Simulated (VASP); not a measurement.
Here is a VASP 6.6.1 calculation.

The input INCAR:

```
SYSTEM = Al
ALGO = Normal
EDIFF = 1E-6
ENCUT = 500
GGA = PE
GGA_COMPAT = .FALSE.
ISIF = 2
ISMEAR = 1
LASPH = .TRUE.
LCHARG = .FALSE.
LREAL = .FALSE.
LWAVE = .FALSE.
NBANDS = 8
NELM = 120
PREC = Accurate
SIGMA = 0.15
```

Contents of KPOINTS:

```
k-points
0
G
  12 12 12
  0 0 0
```

The input POSCAR:

```
Al
1.0
    0.0000000000      2.0645171409      2.0645171409
    2.0645171409      0.0000000000      2.0645171409
    2.0645171409      2.0645171409      0.0000000000
Al
1
Direct
    0.0000000000      0.0000000000      0.0000000000
```

Potentials or basis: VASP PAW PBE potentials, release 64 (Al).

Run with:

```bash
$ cat potpaw_PBE.64/Al/POTCAR > POTCAR
$ mpirun -np 1 vasp_std > vasp.out
```

Task: Estimate the pressure.

Result: -4.4 GPa.
